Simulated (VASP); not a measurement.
# Ti in VASP: notebook

Runs on Ti. Level: PBEsol. Tasks: single point.

Program: VASP 6.6.1. These are calculated values, not measurements. Logs are shortened: lines on timing, memory, paths and dates and some standing lists are left out, and cuts for length are marked.

## Step 1: The cell of the first run

The cell holds a slab with vacuum, 12 atoms: a = 5.900 Å, b = 5.900 Å, c = 15.685 Å, α = 90.00°, β = 90.00°, γ = 60.00°.

## Step 2: Single point, PBEsol

Input file INCAR:

```
SYSTEM = Ti
PREC = Accurate ; ENCUT = 520
EDIFF = 1E-7 ; ISMEAR = -1
SIGMA = 0.1 ; LREAL = .FALSE.
LASPH = .TRUE. ; NELM = 100
ALGO = Normal ; ISIF = 2
LWAVE = .FALSE. ; LCHARG = .FALSE.
GGA = PS ; NBANDS = 84
```

Input file KPOINTS:

```
Automatic mesh
0
G
  2 2 1
  0 0 0
```

Input file POSCAR:

```
Ti
1.0
    5.9000000000      0.0000000000      0.0000000000
    2.9500000000      5.1095500000      0.0000000000
    0.0000000000      0.0000000000     15.6846000000
Ti
12
Direct
    0.0000000000      0.0000000000      0.0637568060
    0.5000000000      0.0000000000      0.0637568060
   -0.0000024464      0.5000048928      0.0637568060
    0.4999975536      0.5000048928      0.0637568060
   -0.0705675743      0.2778131147      0.2151154636
    0.4279885845      0.2916499496      0.1958226541
   -0.1075264107      0.7674257029      0.2075857848
    0.3982392662      0.8334197728      0.2126608265
    0.0429347077     -0.0613948391      0.3598880430
    0.5740370816     -0.0738029768      0.3590081991
    0.0660411534      0.4702566762      0.3424059268
    0.5520742987      0.4722920805      0.3629228670
```

Potentials or basis: VASP PAW PBE potentials, release 64 (Ti_sv).

Command:

```sh
$ cat potpaw_PBE.64/Ti_sv/POTCAR > POTCAR
$ mpirun -np 1 vasp_std > vasp.out
```

OUTCAR:

```text
SYSTEM = Ti
   PREC = Accurate
   ENCUT = 520
   EDIFF = 1E-7
   ISMEAR = -1
   LREAL = .FALSE.
   LASPH = .TRUE.
   NELM = 100
   ISIF = 2
   GGA = PS

 ion  position               nearest neighbor table
   1  0.000  0.000  0.064-   5 2.80   7 2.87
   2  0.500  0.000  0.064-   6 2.59   8 2.71
   3  1.000  0.500  0.064-   7 2.64   5 2.84
   4  0.500  0.500  0.064-   6 2.55   8 2.92
   5  0.929  0.278  0.215-  11 2.62   8 2.70   7 2.79   1 2.80   3 2.84   9 2.88
   6  0.428  0.292  0.196-   4 2.55   2 2.59   8 2.81
   7  0.892  0.767  0.208-  11 2.61   3 2.64   8 2.74   5 2.79   1 2.87  10 2.88   9 2.90
   8  0.398  0.833  0.213-  10 2.69   5 2.70   2 2.71   7 2.74   6 2.81   4 2.92
   9  0.043  0.939  0.360-  11 2.71  10 2.80   5 2.88  12 2.89   7 2.90
  10  0.574  0.926  0.359-   8 2.69  12 2.75   9 2.80  11 2.81   7 2.88
  11  0.066  0.470  0.342-   7 2.61   5 2.62   9 2.71  10 2.81  12 2.89
  12  0.552  0.472  0.363-  10 2.75   9 2.89  11 2.89

  LATTYP: Found a hexagonal cell.
 ALAT       =     5.9000001019
 C/A-ratio  =     2.6584067337

  Lattice vectors:

 A1 = (  -2.9500000000,  -5.1095500000,   0.0000000000)
 A2 = (   5.9000000000,   0.0000000000,   0.0000000000)
 A3 = (   0.0000000000,   0.0000000000,  15.6846000000)

Analysis of symmetry for initial positions (statically):
=====================================================================
 Subroutine PRICEL returns:
 Original cell was already a primitive cell.

 Routine SETGRP: Setting up the symmetry group for a
 hexagonal supercell.

 Subroutine GETGRP returns: Found  1 space group operations
 (whereof  1 operations were pure point group operations)
 out of a pool of 24 trial point group operations.

The static configuration has the point symmetry C_1 .

Analysis of symmetry for dynamics (positions and initial velocities):
=====================================================================
 Subroutine PRICEL returns:
 Original cell was already a primitive cell.

 Routine SETGRP: Setting up the symmetry group for a
 hexagonal supercell.

 Subroutine GETGRP returns: Found  1 space group operations
 (whereof  1 operations were pure point group operations)
 out of a pool of 24 trial point group operations.

The dynamic configuration has the point symmetry C_1 .

 Subroutine INISYM returns: Found  1 space group operations
 (whereof  1 operations are pure point group operations),
 and found     1 'primitive' translations

----------------------------------------------------------------------------------------

                                     Primitive cell

  volume of cell :     472.8334

  direct lattice vectors                    reciprocal lattice vectors
     5.900000000  0.000000000  0.000000000     0.169491525 -0.097855976  0.000000000
     2.950000000  5.109550000  0.000000000     0.000000000  0.195711951  0.000000000
     0.000000000  0.000000000 15.684600000     0.000000000  0.000000000  0.063756806

  length of vectors
     5.900000000  5.900000102 15.684600000     0.195711955  0.195711951  0.063756806

  position of ions in fractional coordinates (direct lattice)
     0.000000000  0.000000000  0.063756806
     0.500000000  0.000000000  0.063756806
     0.999997554  0.500004893  0.063756806
     0.499997554  0.500004893  0.063756806
     0.929432426  0.277813115  0.215115464
     0.427988584  0.291649950  0.195822654
     0.892473589  0.767425703  0.207585785
     0.398239266  0.833419773  0.212660826
     0.042934708  0.938605161  0.359888043
     0.574037082  0.926197023  0.359008199
     0.066041153  0.470256676  0.342405927
     0.552074299  0.472292080  0.362922867

  ion indices of the primitive-cell ions
   primitive index   ion index
                 1           1
                 2           2
                 3           3
                 4           4
                 5           5
                 6           6
                 7           7
                 8           8
                 9           9
                10          10
                11          11
                12          12

----------------------------------------------------------------------------------------

 KPOINTS: Automatic mesh

Automatic generation of k-mesh.
 Grid dimensions read from file:
 generate k-points for:    2    2    1

 Generating k-lattice:

  Cartesian coordinates                     Fractional coordinates (reciprocal lattice)
     0.084745763 -0.048927988  0.000000000     0.500000000  0.000000000  0.000000000
     0.000000000  0.097855976  0.000000000     0.000000000  0.500000000  0.000000000
     0.000000000  0.000000000  0.063756806     0.000000000  0.000000000  1.000000000

  Length of vectors
     0.097855977  0.097855976  0.063756806

  Shift w.r.t. Gamma in fractional coordinates (k-lattice)
     0.000000000  0.000000000  0.000000000

 Subroutine IBZKPT returns following result:
 ===========================================

 Found      4 irreducible k-points:

 Following reciprocal coordinates:
            Coordinates               Weight
  0.000000  0.000000  0.000000      1.000000
  0.500000 -0.000000  0.000000      1.000000
  0.500000  0.500000  0.000000      1.000000
  0.000000  0.500000  0.000000      1.000000
   k-points           NKPTS =      4   k-points in BZ     NKDIM =      4   number of bands    NBANDS=     84
   number of dos      NEDOS =    301   number of ions     NIONS =     12
   total plane-waves  NPLWV = 276480
   dimension x,y,z NGX =    48 NGY =   48 NGZ =  120
   dimension x,y,z NGXF=    96 NGYF=   96 NGZF=  240
   ions per type =              12
   NGX,Y,Z   is equivalent  to a cutoff of  13.53, 13.53, 12.72 a.u.
   NGXF,Y,Z  is equivalent  to a cutoff of  27.05, 27.05, 25.44 a.u.
 SYSTEM =  Ti
   PREC   = accura    normal or accurate (medium, high low for compatibility)
   ISTART =      0    job   : 0-new  1-cont  2-samecut
   ICHARG =      2    charge: 1-file 2-atom 10-const
   ISPIN  =      1    spin polarized calculation?
   LNONCOLLINEAR =      F non collinear calculations
   LSORBIT =      F    spin-orbit coupling
   LASPH  =      T    aspherical Exc in radial PAW
   ENCUT  =  520.0 eV  38.22 Ry    6.18 a.u.  10.97 10.97 29.16*2*pi/ulx,y,z
   NELM   =    100;   NELMIN=  2; NELMDL= -5     # of ELM steps
   EDIFF  = 0.1E-06   stopping-criterion for ELM
   LREAL  =      F    real-space projection
   EDIFFG = 0.1E-05   stopping-criterion for IOM
   NSW    =      0    number of steps for IOM
   IBRION =     -1    ionic relax: 0-MD 1-quasi-New 2-CG
   NFREE  =      0    steps in history (QN), initial steepest desc. (CG)
   ISIF   =      2    stress and relaxation
   ISYM   =      2    0-nonsym 1-usesym 2-fastsym
   POTIM  = 0.5000    time-step for ionic-motion
   TEBEG  =    0.0;   TEEND  =   0.0 temperature during run
   PSTRESS=    0.0 pullay stress
   NELECT =     144.0000    total number of electrons
   NUPDOWN=      -1.0000    fix difference up-down
   EMIN   =  10.00;   EMAX   =-10.00  energy-range for DOS
   EFERMI =   0.00;   METHOD = LEGACY
   ISMEAR =    -1;   SIGMA  =   0.10  broadening in eV -4-tet -1-fermi 0-gaus
   EFERMI_NEDOS =   21; number of points for ismear=-14 and -15
   IALGO  =     38    algorithm
   IMIX   =      4    mixing-type and parameters
     AMIX     =   0.40;   BMIX     =  1.00
     AMIX_MAG =   1.60;   BMIX_MAG =  1.00
  volume/ion in A,a.u.               =      39.40       265.90
  Fermi-wavevector in a.u.,A,eV,Ry     =   1.101437  2.081414 16.506088  1.213163
  Thomas-Fermi vector in A             =   2.237864
   LORBIT       =      0    0 simple, 1 ext, 2 COOP (PROOUT), +10 PAW based schemes
   GGA     = PS    functional components
   LHFCALC =     F    Hartree Fock is set to
   AEXX    =    0.0000 exact exchange contribution
   IVDW    =     0    specifies the selected vdW correction
   LEPSILON=     F    determine dielectric tensor
   LRPA    =     F    only Hartree local field effects (RPA)
 non-spin polarized calculation
  energy-cutoff  :      520.00
  volume of cell :      472.83
 maximum number of plane-waves:     12742
 NGX is ok and might be reduce to    48
   NGX = 21   NGY = 21   NGZ = 59

 number of electron     143.9999994 magnetization

 Free energy of the ion-electron system (eV)
  ---------------------------------------------------
  ext. energy  EPLUGINS =         0.00000000
  ---------------------------------------------------
  free energy    TOTEN  =       -91.08212992 eV

  energy without entropy =      -90.15876476  energy(sigma->0) =      -90.62044734

 E-fermi :   1.3158     XC(G=0):  -6.3705

 val. band max:        1.3001717582   @ k =   0.5000   0.5000   0.0000
 cond. band min:       1.3290544807   @ k =   0.0000   0.0000   0.0000
 fundamental gap:      0.0288827225
 Fermi energy:         1.3158446082

 k-point     1 :       0.0000    0.0000    0.0000
  band No.  band energies     occupation
      1     -55.3738      2.00000
      2     -55.2734      2.00000
      3     -55.2577      2.00000
      4     -55.2078      2.00000
      5     -55.2019      2.00000
      6     -55.1645      2.00000
[... 76 lines left out ...]
     83       2.4246      0.00003
     84       2.4808      0.00002

 k-point     2 :       0.5000   -0.0000    0.0000
  band No.  band energies     occupation
      1     -55.3686      2.00000
      2     -55.2636      2.00000
      3     -55.2565      2.00000
      4     -55.2128      2.00000
      5     -55.1946      2.00000
      6     -55.1799      2.00000
[... 76 lines left out ...]
     83       2.0924      0.00085
     84       2.2516      0.00017

 k-point     3 :       0.5000    0.5000    0.0000
  band No.  band energies     occupation
      1     -55.3688      2.00000
      2     -55.2609      2.00000
      3     -55.2546      2.00000
      4     -55.2149      2.00000
      5     -55.2038      2.00000
      6     -55.1688      2.00000
[... 76 lines left out ...]
     83       2.0814      0.00095
     84       2.1836      0.00034

 k-point     4 :       0.0000    0.5000    0.0000
  band No.  band energies     occupation
      1     -55.3681      2.00000
      2     -55.2620      2.00000
      3     -55.2588      2.00000
      4     -55.2095      2.00000
      5     -55.2074      2.00000
      6     -55.1633      2.00000
[... 76 lines left out ...]
     83       2.0960      0.00082
     84       2.1522      0.00047

------------------------ aborting loop because EDIFF is reached ----------------------------------------

  FORCE on cell =-STRESS in cart. coord.  units (eV):
  Direction    XX          YY          ZZ          XY          YZ          ZX
  --------------------------------------------------------------------------------------
  -------------------------------------------------------------------------------------
  Total      -11.7951455     -8.5474637     -6.5090237      3.0456322      1.5817007     -0.4512291
  in kB      -39.9673885    -28.9627461    -22.0555719     10.3200053      5.3595310     -1.5289722
  external PRESSURE =     -30.3285688 kB  Pullay stress =       0.0000000 kB

 VOLUME and BASIS-vectors are now :
 -----------------------------------------------------------------------------
  energy-cutoff  :      520.00
  volume of cell :      472.83
      direct lattice vectors                 reciprocal lattice vectors
     5.900000000  0.000000000  0.000000000     0.169491525 -0.097855976  0.000000000
     2.950000000  5.109550000  0.000000000     0.000000000  0.195711951  0.000000000
     0.000000000  0.000000000 15.684600000     0.000000000  0.000000000  0.063756806

 POSITION                                       TOTAL-FORCE (eV/Angst)
 -----------------------------------------------------------------------------------
      0.00000      0.00000      1.00000        -0.110323     -0.134531      0.696053
      2.95000      0.00000      1.00000         0.160575     -0.268636     -0.131277
      7.37500      2.55480      1.00000         0.086916     -0.444392      0.188440
      4.42500      2.55480      1.00000         0.526820      0.275531      0.287529
      6.30320      1.41950      3.37400        -0.739069      0.549738     -0.403958
      3.38550      1.49020      3.07140        -0.511913      0.098444      1.318828
      7.52950      3.92120      3.25590         0.921398      1.033333     -0.383936
      4.80820      4.25840      3.33550        -0.790239     -1.181551     -0.057779
      3.02220      4.79585      5.64470         0.171335      0.135301     -0.583682
      6.11910      4.73245      5.63090         0.193713      0.577967     -0.539646
      1.77690      2.40280      5.37050        -0.037378     -0.636676      0.448029
      4.65050      2.41320      5.69230         0.128164     -0.004528     -0.838601
 -----------------------------------------------------------------------------------
    total drift:                               -0.000067     -0.000143      0.000447

  FREE ENERGIE OF THE ION-ELECTRON SYSTEM (eV)
  ---------------------------------------------------
  free  energy   TOTEN  =       -91.0821299173 eV

  energy  without entropy=      -90.1587647571  energy(sigma->0) =      -90.62044734
```

Run time: 8.3 min. Hardware: 1 thread of Intel Xeon Platinum 8488C (Sapphire Rapids), shared host; peak memory 0.61 GiB.

What came out:

```yaml
Free_energy: -91.0821 eV
Largest_force: 1.437 eV/Å
Band_gap_on_the_k_mesh: zero (bands 72 and 73 overlap by 0.58 eV)
```

Forces in eV/Å, atoms in the order of the input:
```
Ti  -0.110 -0.135  0.696
Ti   0.161 -0.269 -0.131
Ti   0.087 -0.444  0.188
Ti   0.527  0.276  0.288
Ti  -0.739  0.550 -0.404
Ti  -0.512  0.098  1.319
Ti   0.921  1.033 -0.384
Ti  -0.790 -1.182 -0.058
Ti   0.171  0.135 -0.584
Ti   0.194  0.578 -0.540
Ti  -0.037 -0.637  0.448
Ti   0.128 -0.005 -0.839
```

Levels at points of the mesh, in eV from the Fermi level:
```tsv
k point	band 69	band 70	band 71	band 72	band 73	band 74	band 75	band 76
(0.00, 0.00, 0.00)	-0.04	0.01	0.26	0.53	0.56	0.67	0.68	0.76
(0.50, 0.00, 0.00)	-0.26	-0.21	-0.11	-0.10	0.02	0.04	0.13	0.18
(0.50, 0.50, 0.00)	-0.25	-0.21	-0.14	-0.11	-0.04	-0.02	0.02	0.12
(0.00, 0.50, 0.00)	-0.29	-0.23	-0.21	-0.12	-0.05	0.01	0.09	0.11
```

Caveat: the k points lie up to 0.61 Å⁻¹ apart, too coarse for converged energies and pressures of a metal; the atoms stand as in a frame of molecular dynamics; the PAW data sets were made with another functional, which shifts forces and pressure a little.

## Step 3: Single point, PBEsol

Input file INCAR:

```
SYSTEM = Ti
ALGO = Normal
EDIFF = 1E-6
ENCUT = 520
GGA = PS
ISIF = 2
ISMEAR = -1
LASPH = .TRUE.
LCHARG = .TRUE.
LELF = .TRUE.
LREAL = .FALSE.
LVHAR = .TRUE.
LWAVE = .FALSE.
NBANDS = 84
NELM = 80
PREC = Accurate
SIGMA = 0.1
```

Input file KPOINTS:

```
k-points
0
G
  2 2 1
  0 0 0
```

Input file POSCAR:

```
Ti
1.0
    5.9000000000      0.0000000000      0.0000000000
    2.9500000000      5.1095500000      0.0000000000
    0.0000000000      0.0000000000     15.6846000000
Ti
12
Direct
    0.0000000000      0.0000000000      0.0637568060
    0.5000000000      0.0000000000      0.0637568060
   -0.0000024464      0.5000048928      0.0637568060
    0.4999975536      0.5000048928      0.0637568060
   -0.1349578350      0.3071699073      0.2093390969
    0.3656577366      0.3471930013      0.2104165870
   -0.0874585133      0.7636288910      0.2158614182
    0.2988285232      0.8247497333      0.1929982276
    0.0594995193     -0.0180837843      0.3558522372
    0.5232580593     -0.0649567966      0.3401170575
    0.0481363066      0.4139307767      0.3773255295
    0.5217210491      0.4897104442      0.3660533262
```

Potentials or basis: VASP PAW PBE potentials, release 64 (Ti_sv).

Command:

```sh
$ cat potpaw_PBE.64/Ti_sv/POTCAR > POTCAR
$ mpirun -np 1 vasp_std > vasp.out
```

Run time: 7.5 min. Hardware: 1 thread of Intel Xeon Platinum 8488C (Sapphire Rapids), shared host; peak memory 0.6 GiB.

It converged, with:

| Item | Value |
| --- | --- |
| Free energy | -90.6090 eV |
| Largest force | 2.610 eV/Å |
| Band gap on the k mesh | zero (bands 72 and 73 overlap by 0.55 eV) |

Forces in eV/Å, atoms in the order of the input:
```
Ti  -0.798  0.359 -0.333
Ti   0.309 -0.033  0.781
Ti   0.226 -0.339  0.695
Ti   0.244 -0.359 -0.002
Ti  -0.152  0.636  0.105
Ti  -0.455 -1.608  0.105
Ti  -1.698  1.417 -0.007
Ti   2.420 -0.172  0.963
Ti  -1.185 -0.441 -0.468
Ti   0.612  0.442 -0.284
Ti   0.321  0.507 -0.745
Ti   0.156 -0.409 -0.809
```

Levels at points of the mesh, in eV from the Fermi level:
| k point | band 71 | band 72 | band 73 | band 74 | band 75 | band 76 |
| --- | --- | --- | --- | --- | --- | --- |
| (0.00, 0.00, 0.00) | 0.22 | 0.48 | 0.59 | 0.62 | 0.66 | 0.70 |
| (0.50, 0.00, 0.00) | -0.17 | -0.10 | -0.07 | 0.03 | 0.12 | 0.16 |
| (0.50, 0.50, 0.00) | -0.18 | -0.15 | -0.05 | -0.01 | 0.05 | 0.16 |
| (0.00, 0.50, 0.00) | -0.18 | -0.11 | -0.06 | 0.02 | 0.07 | 0.17 |

Caveat: the k points lie up to 0.61 Å⁻¹ apart, too coarse for converged energies and pressures of a metal; the atoms stand as in a frame of molecular dynamics; the PAW data sets were made with another functional, which shifts forces and pressure a little.

## Step 4: Single point, PBEsol

Input file INCAR:

```
PREC = Accurate ; ENCUT = 520
EDIFF = 1E-7 ; ISMEAR = -1
SIGMA = 0.1 ; LREAL = F
LASPH = T ; NELM = 100
ALGO = Normal ; ISIF = 2
LWAVE = F ; LCHARG = F
GGA = PS ; NBANDS = 84
```

Input file KPOINTS:

```
regular mesh
0
Gamma
  2 2 1
```

Input file POSCAR:

```
Ti
1.0
    5.9000000000      0.0000000000      0.0000000000
    2.9500000000      5.1095500000      0.0000000000
    0.0000000000      0.0000000000     15.6846000000
Ti
12
Direct
    0.0000000000      0.0000000000      0.0637568060
    0.5000000000      0.0000000000      0.0637568060
   -0.0000024464      0.5000048928      0.0637568060
    0.4999975536      0.5000048928      0.0637568060
   -0.1765302772      0.3866876731      0.2020835724
    0.3533434949      0.3367028408      0.2054690588
   -0.1370417697      0.8424225225      0.2093327213
    0.3295031915      0.8107563288      0.2036838683
   -0.0035885309      0.0208041804      0.3388737998
    0.5426461082     -0.0636650977      0.3395496219
    0.0023920903      0.4872836160      0.3688458743
    0.5004508275      0.4994373281      0.3455873915
```

Command:

```sh
$ cat potpaw_PBE.64/Ti_sv/POTCAR > POTCAR
$ mpirun -np 1 vasp_std > vasp.out
```

Run time: 10 min. Hardware: 1 thread of Intel Xeon Platinum 8488C (Sapphire Rapids), shared host; peak memory 0.61 GiB.

It converged, with:

```
Free energy            : -91.6383 eV
Largest force          : 1.467 eV/Å
Band gap on the k mesh : zero (bands 72 and 73 overlap by 0.60 eV)
```

Forces on the atoms (eV/Å):
```
Ti  -0.040  0.386  0.293
Ti   0.003 -0.289  0.629
Ti   0.416  0.180  0.322
Ti  -0.076 -0.215 -0.210
Ti  -0.061 -0.822  0.482
Ti  -0.546 -0.436  0.177
Ti  -0.500 -0.224 -0.716
Ti   0.760  1.142 -0.521
Ti   0.071 -0.102  0.236
Ti  -0.283  0.495  0.063
Ti  -0.128 -0.002 -0.816
Ti   0.385 -0.113  0.062
```

Levels at points of the mesh, in eV from the Fermi level:
| k point | band 71 | band 72 | band 73 | band 74 | band 75 | band 76 |
| --- | --- | --- | --- | --- | --- | --- |
| (0.00, 0.00, 0.00) | 0.25 | 0.55 | 0.61 | 0.67 | 0.74 | 0.75 |
| (0.50, 0.00, 0.00) | -0.19 | -0.12 | -0.06 | 0.02 | 0.06 | 0.18 |
| (0.50, 0.50, 0.00) | -0.17 | -0.12 | -0.05 | -0.02 | 0.00 | 0.15 |
| (0.00, 0.50, 0.00) | -0.19 | -0.13 | -0.02 | 0.00 | 0.07 | 0.12 |

Caveat: the k points lie up to 0.61 Å⁻¹ apart, too coarse for converged energies and pressures of a metal; the atoms stand as in a frame of molecular dynamics; the PAW data sets were made with another functional, which shifts forces and pressure a little.

## Step 5: The runs side by side

```tsv
cell	gap on the mesh (eV)	largest force (eV/Å)
as given, atomic positions A	none	1.44
as given, atomic positions B	none	2.61
as given, atomic positions C	none	1.47
```

Alike in all rows: task single point; level PBEsol; potentials or basis VASP PAW PBE potentials, release 64 (Ti_sv); no spin polarisation; k mesh 2 × 2 × 1; cutoff (eV) 520; smearing fermi-dirac 0.1 eV.

Caveats: all runs use coarse meshes; the atoms stand as in a frame of molecular dynamics; the PAW data sets were made with another functional, which shifts forces and pressure a little.

Total energies depend on the potentials used, so only differences within one code and one set of settings carry meaning.
